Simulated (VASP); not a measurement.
# LaNb2O2 (Pmmm) in VASP: notebook

Runs on LaNb2O2. Level: PBE. Tasks: relaxation of cell and atoms.

All numbers are computed with VASP 6.6.1; they aren't measurements. Logs are shortened: lines on timing, memory, paths and dates and some standing lists are left out, and cuts for length are marked.

**1. The cell of the first run**

The structure is orthorhombic, space group Pmmm (No. 47). The conventional cell has a = 3.876 Å, b = 4.079 Å, c = 4.976 Å, α = 90.00°, β = 90.00°, γ = 90.00°. Within 3.0 Å of La (site symmetry mmm) lie 4 Nb at 2.24 Å. Nb (site symmetry mm2) has 1 O at 1.37 Å within 1.8 Å. O (site symmetry mmm) has 2 Nb at 1.37 Å within 1.8 Å. Within 3.7 Å of O (site symmetry mmm) lie 4 O at 2.81 Å and 8 Nb at 3.13 Å and 4 La at 3.22 Å.

**2. Relaxation of cell and atoms, PBE**

INCAR

```
PREC = Accurate ; ENCUT = 600
EDIFF = 1E-6 ; ISMEAR = 0
SIGMA = 0.1 ; LREAL = F
LASPH = T ; NELM = 60
ALGO = Normal ; ISIF = 3
LWAVE = F ; LCHARG = F
GGA = PE ; IBRION = 2
NSW = 90 ; EDIFFG = -0.04
```

KPOINTS

```
regular mesh
0
Gamma
  4 4 4
```

POSCAR

```
LaNb2O2
1.0
    3.8759638400      0.0000000000      0.0000000000
    0.0000000000      4.0789026200      0.0000000000
    0.0000000000      0.0000000000      4.9759221000
La Nb O
1 2 2
Direct
    0.0000000000      0.5000000000      0.0000000000
    0.5000000000      0.5000000000      0.7747877600
    0.5000000000      0.5000000000      0.2252122400
    0.5000000000      0.5000000000      0.5000000000
    0.0000000000      0.0000000000      0.5000000000
```

Potentials or basis: VASP PAW PBE potentials, release 64 (La, Nb_sv, O).

On the command line:

```sh
> cat potpaw_PBE.64/La/POTCAR potpaw_PBE.64/Nb_sv/POTCAR potpaw_PBE.64/O/POTCAR > POTCAR
> mpirun -np 1 vasp_std > vasp.out
```

OUTCAR:

```text
PREC = Accurate
   ENCUT = 600
   EDIFF = 1E-6
   ISMEAR = 0
   LREAL = F
   LASPH = T
   NELM = 60
   ISIF = 3
   GGA = PE
   IBRION = 2
   NSW = 90
   EDIFFG = -0.04

 ion  position               nearest neighbor table
   1  0.000  0.500  0.000-   2 2.24   3 2.24   2 2.24   3 2.24
   2  0.500  0.500  0.775-   4 1.37   1 2.24   1 2.24   3 2.24   3 2.73
   3  0.500  0.500  0.225-   4 1.37   1 2.24   1 2.24   2 2.24   2 2.73
   4  0.500  0.500  0.500-   2 1.37   3 1.37
   5  0.000  0.000  0.500-

  LATTYP: Found a simple orthorhombic cell.
 ALAT       =     3.8759638400
 B/A-ratio  =     1.0523582748
 C/A-ratio  =     1.2837896083

  Lattice vectors:

 A1 = (   3.8759638400,   0.0000000000,   0.0000000000)
 A2 = (   0.0000000000,   4.0789026200,   0.0000000000)
 A3 = (   0.0000000000,   0.0000000000,   4.9759221000)

Analysis of symmetry for initial positions (statically):
=====================================================================
 Subroutine PRICEL returns:
 Original cell was already a primitive cell.

 Routine SETGRP: Setting up the symmetry group for a
 simple orthorhombic supercell.

 Subroutine GETGRP returns: Found  8 space group operations
 (whereof  8 operations were pure point group operations)
 out of a pool of  8 trial point group operations.

The static configuration has the point symmetry D_2h.

Analysis of symmetry for dynamics (positions and initial velocities):
=====================================================================
 Subroutine PRICEL returns:
 Original cell was already a primitive cell.

 Routine SETGRP: Setting up the symmetry group for a
 simple orthorhombic supercell.

 Subroutine GETGRP returns: Found  8 space group operations
 (whereof  8 operations were pure point group operations)
 out of a pool of  8 trial point group operations.

The dynamic configuration has the point symmetry D_2h.

 Subroutine INISYM returns: Found  8 space group operations
 (whereof  8 operations are pure point group operations),
 and found     1 'primitive' translations

----------------------------------------------------------------------------------------

                                     Primitive cell

  volume of cell :      78.6677

  direct lattice vectors                    reciprocal lattice vectors
     3.875963840  0.000000000  0.000000000     0.258000343  0.000000000  0.000000000
     0.000000000  4.078902620  0.000000000     0.000000000  0.245163980  0.000000000
     0.000000000  0.000000000  4.975922100     0.000000000  0.000000000  0.200967776

  length of vectors
     3.875963840  4.078902620  4.975922100     0.258000343  0.245163980  0.200967776

  position of ions in fractional coordinates (direct lattice)
     0.000000000  0.500000000  0.000000000
     0.500000000  0.500000000  0.774787760
     0.500000000  0.500000000  0.225212240
     0.500000000  0.500000000  0.500000000
     0.000000000  0.000000000  0.500000000

  ion indices of the primitive-cell ions
   primitive index   ion index
                 1           1
                 2           2
                 3           3
                 4           4
                 5           5

----------------------------------------------------------------------------------------

 KPOINTS: regular mesh

Automatic generation of k-mesh.
 Grid dimensions read from file:
 generate k-points for:    4    4    4

 Generating k-lattice:

  Cartesian coordinates                     Fractional coordinates (reciprocal lattice)
     0.064500086  0.000000000  0.000000000     0.250000000  0.000000000  0.000000000
     0.000000000  0.061290995  0.000000000     0.000000000  0.250000000  0.000000000
     0.000000000  0.000000000  0.050241944     0.000000000  0.000000000  0.250000000

  Length of vectors
     0.064500086  0.061290995  0.050241944

  Shift w.r.t. Gamma in fractional coordinates (k-lattice)
     0.000000000  0.000000000  0.000000000

 Subroutine IBZKPT returns following result:
 ===========================================

 Found     27 irreducible k-points:

 Following reciprocal coordinates:
            Coordinates               Weight
  0.000000  0.000000  0.000000      1.000000
  0.250000  0.000000  0.000000      2.000000
  0.500000  0.000000  0.000000      1.000000
  0.000000  0.250000  0.000000      2.000000
  0.250000  0.250000  0.000000      4.000000
  0.500000  0.250000  0.000000      2.000000
[... 16 lines left out ...]
  0.250000  0.250000  0.500000      4.000000
  0.500000  0.250000  0.500000      2.000000
 [... further k-points ...]
   k-points           NKPTS =     27   k-points in BZ     NKDIM =     27   number of bands    NBANDS=     29
   number of dos      NEDOS =    301   number of ions     NIONS =      5
   total plane-waves  NPLWV =  46080
   dimension x,y,z NGX =    32 NGY =   36 NGZ =   40
   dimension x,y,z NGXF=    64 NGYF=   72 NGZF=   80
   ions per type =               1   2   2
   NGX,Y,Z   is equivalent  to a cutoff of  13.73, 14.67, 13.36 a.u.
   NGXF,Y,Z  is equivalent  to a cutoff of  27.45, 29.35, 26.73 a.u.
 SYSTEM =  unknown system
   PREC   = accura    normal or accurate (medium, high low for compatibility)
   ISTART =      0    job   : 0-new  1-cont  2-samecut
   ICHARG =      2    charge: 1-file 2-atom 10-const
   ISPIN  =      1    spin polarized calculation?
   LNONCOLLINEAR =      F non collinear calculations
   LSORBIT =      F    spin-orbit coupling
   LASPH  =      T    aspherical Exc in radial PAW
   ENCUT  =  600.0 eV  44.10 Ry    6.64 a.u.   7.74  8.15  9.94*2*pi/ulx,y,z
   NELM   =     60;   NELMIN=  2; NELMDL= -5     # of ELM steps
   EDIFF  = 0.1E-05   stopping-criterion for ELM
   LREAL  =      F    real-space projection
   EDIFFG = -.4E-01   stopping-criterion for IOM
   NSW    =     90    number of steps for IOM
   IBRION =      2    ionic relax: 0-MD 1-quasi-New 2-CG
   NFREE  =      1    steps in history (QN), initial steepest desc. (CG)
   ISIF   =      3    stress and relaxation
   ISYM   =      2    0-nonsym 1-usesym 2-fastsym
   POTIM  = 0.5000    time-step for ionic-motion
   TEBEG  =    0.0;   TEEND  =   0.0 temperature during run
   PSTRESS=    0.0 pullay stress
   NELECT =      49.0000    total number of electrons
   NUPDOWN=      -1.0000    fix difference up-down
   EMIN   =  10.00;   EMAX   =-10.00  energy-range for DOS
   EFERMI =   0.00;   METHOD = LEGACY
   ISMEAR =     0;   SIGMA  =   0.10  broadening in eV -4-tet -1-fermi 0-gaus
   EFERMI_NEDOS =   21; number of points for ismear=-14 and -15
   IALGO  =     38    algorithm
   IMIX   =      4    mixing-type and parameters
     AMIX     =   0.40;   BMIX     =  1.00
     AMIX_MAG =   1.60;   BMIX_MAG =  1.00
  volume/ion in A,a.u.               =      15.73       106.18
  Fermi-wavevector in a.u.,A,eV,Ry     =   1.398110  2.642045 26.595462  1.954711
  Thomas-Fermi vector in A             =   2.521300
   LORBIT       =      0    0 simple, 1 ext, 2 COOP (PROOUT), +10 PAW based schemes
   GGA     = PE    functional components
   LHFCALC =     F    Hartree Fock is set to
   AEXX    =    0.0000 exact exchange contribution
   IVDW    =     0    specifies the selected vdW correction
   LEPSILON=     F    determine dielectric tensor
   LRPA    =     F    only Hartree local field effects (RPA)
 conjugate gradient relaxation of ions
 non-spin polarized calculation
 Gauss-broadening in eV      SIGMA  =   0.10
  energy-cutoff  :      600.00
  volume of cell :       78.67
 maximum number of plane-waves:      2648
 NGX is ok and might be reduce to    32
   NGX = 15   NGY = 17   NGZ = 19

--------------------------------------- Ionic step        1  -------------------------------------------

 number of electron      48.9999992 magnetization

 Free energy of the ion-electron system (eV)
  ---------------------------------------------------
  ext. energy  EPLUGINS =         0.00000000
  ---------------------------------------------------
  free energy    TOTEN  =        -7.90441130 eV

  energy without entropy =       -7.88107377  energy(sigma->0) =       -7.89274254

------------------------ aborting loop because EDIFF is reached ----------------------------------------

  FORCE on cell =-STRESS in cart. coord.  units (eV):
  Direction    XX          YY          ZZ          XY          YZ          ZX
  --------------------------------------------------------------------------------------
  -------------------------------------------------------------------------------------
  Total       56.5066635     -6.3848656    162.3896392      0.0000000      0.0000000      0.0000000
  in kB     1150.8364806   -130.0366329   3307.2899630      0.0000000      0.0000000      0.0000000
  external PRESSURE =    1442.6966036 kB  Pullay stress =       0.0000000 kB
[... 2430 lines left out ...]
     28       7.2196      0.00000
     29       7.8239      0.00000

 [... further k-points ...]

[... ionic steps 4 to 51 ...]

--------------------------------------- Ionic step       52  -------------------------------------------

 number of electron      49.0000017 magnetization

------------------------ aborting loop because EDIFF is reached ----------------------------------------

  FORCE on cell =-STRESS in cart. coord.  units (eV):
  Direction    XX          YY          ZZ          XY          YZ          ZX
  --------------------------------------------------------------------------------------
  -------------------------------------------------------------------------------------
  Total       -0.1565730      0.2101118     -0.0900289     -0.0000000      0.0000000      0.0000000
  in kB       -2.5047880      3.3612793     -1.4402445     -0.0000000      0.0000000      0.0000000
  external PRESSURE =      -0.1945844 kB  Pullay stress =       0.0000000 kB
[... 63 lines left out ...]
  energy  without entropy=      -33.0957561656  energy(sigma->0) =      -33.12246917

--------------------------------------- Ionic step       54  -------------------------------------------

 number of electron      49.0000016 magnetization

 Free energy of the ion-electron system (eV)
  ---------------------------------------------------
  ext. energy  EPLUGINS =         0.00000000
  ---------------------------------------------------
  free energy    TOTEN  =       -33.14939464 eV

  energy without entropy =      -33.09578363  energy(sigma->0) =      -33.12258913

 E-fermi :   6.6139     XC(G=0): -10.2637

 val. band max:        6.6058665848   @ k =   0.5000   0.0000   0.5000
 cond. band min:       6.6147651801   @ k =   0.5000   0.0000   0.2500
 fundamental gap:      0.0088985953
 Fermi energy:         6.6139307028

 k-point     1 :       0.0000    0.0000    0.0000
  band No.  band energies     occupation
      1     -48.8653      2.00000
      2     -48.2961      2.00000
      3     -26.7796      2.00000
      4     -25.9708      2.00000
      5     -24.8164      2.00000
      6     -24.4489      2.00000
[... 791 lines left out ...]
  FREE ENERGIE OF THE ION-ELECTRON SYSTEM (eV)
  ---------------------------------------------------
  free  energy   TOTEN  =       -33.1493946370 eV

  energy  without entropy=      -33.0957836325  energy(sigma->0) =      -33.12258913

 reached required accuracy - stopping structural energy minimisation
```

Run time: 39 min. Hardware: 1 thread of Intel Xeon 6975P-C (Granite Rapids), shared host; peak memory 0.29 GiB.

What came out:

| Item | Value |
| --- | --- |
| Free energy | -33.1494 eV |
| Relaxed volume | 20.03 Å³/atom |
| Relaxed cell | a = 5.572 Å, b = 3.052 Å, c = 5.890 Å, α = 90.00°, β = 90.00°, γ = 90.00° |
| Space group after relaxing (to 0.05 Å) | Pmmm (No. 47) |
| Energy gained by relaxing | 5049.0 meV/atom |
| Ionic steps | 54 |
| Pressure after relaxing | 0.0 GPa |
| Largest force after relaxing | 0.028 eV/Å |

Forces on the atoms (eV/Å):
```
La   0.000  0.000  0.000
Nb   0.000  0.000  0.028
Nb   0.000  0.000 -0.028
O    0.000  0.000  0.000
O    0.000  0.000  0.000
```

Step by step:
```csv
step,energy change (eV),largest force (eV/Å),pressure (GPa),volume (Å³)
1,0.0000,36.2776,144.27,78.67
3,393.0203,2413.5812,634.49,155.86
5,46.7188,2.1866,-53.89,353.87
7,44.7836,2.1836,-53.46,347.08
9,32.3428,2.1543,-50.21,301.76
11,29.5479,2.1329,-49.31,291.07
13,28.8682,2.1256,-49.09,288.43
15,28.6994,2.1242,-49.04,287.78
17,28.6573,2.1235,-49.02,287.61
19,28.6468,2.1239,-49.02,287.57
21,28.6441,2.1244,-49.02,287.56
23,27.4013,2.0747,-48.21,285.17
25,17.3346,1.6648,-41.51,264.02
27,-9.1498,1.4445,-24.90,186.23
29,-19.4303,3.2871,-13.87,137.83
31,-22.8698,10.7477,4.09,111.03
33,-23.2915,7.3887,-1.94,113.97
35,-24.4092,4.6112,1.05,113.68
37,-24.7642,0.3169,-3.20,113.81
39,-24.8435,0.7906,-0.24,109.90
41,-24.8706,0.6632,0.97,108.08
43,-24.9810,1.7089,2.89,102.71
45,-25.1194,1.5091,1.77,101.06
47,-25.1824,1.6998,0.84,99.27
49,-25.2246,0.9340,0.88,99.11
51,-25.2435,0.0365,0.63,99.66
53,-25.2448,0.0591,0.00,100.13
54,-25.2450,0.0276,0.01,100.17
```

Final structure:
```xyz
5
Lattice="5.5717 0.0000 0.0000 0.0000 3.0523 0.0000 0.0000 0.0000 5.8900" Properties=species:S:1:pos:R:3 pbc="T T T"
La    5.5717    1.5261    5.8900
Nb    2.7859    1.5261    1.1326
Nb    2.7859    1.5261    4.7574
O     2.7859    1.5261    2.9450
O     5.5717    0.0000    2.9450
```

Caveat: the k points lie up to 0.51 Å⁻¹ apart in the final cell; the volume moved by over 15 % at a fixed basis, so the end points are rough; spin-orbit coupling is left out, which moves the levels of the heavy elements; an odd number of electrons without spin polarisation forces a metal; a magnetic or distorted state may lie lower.

(Part 1 of 2 ends here.)
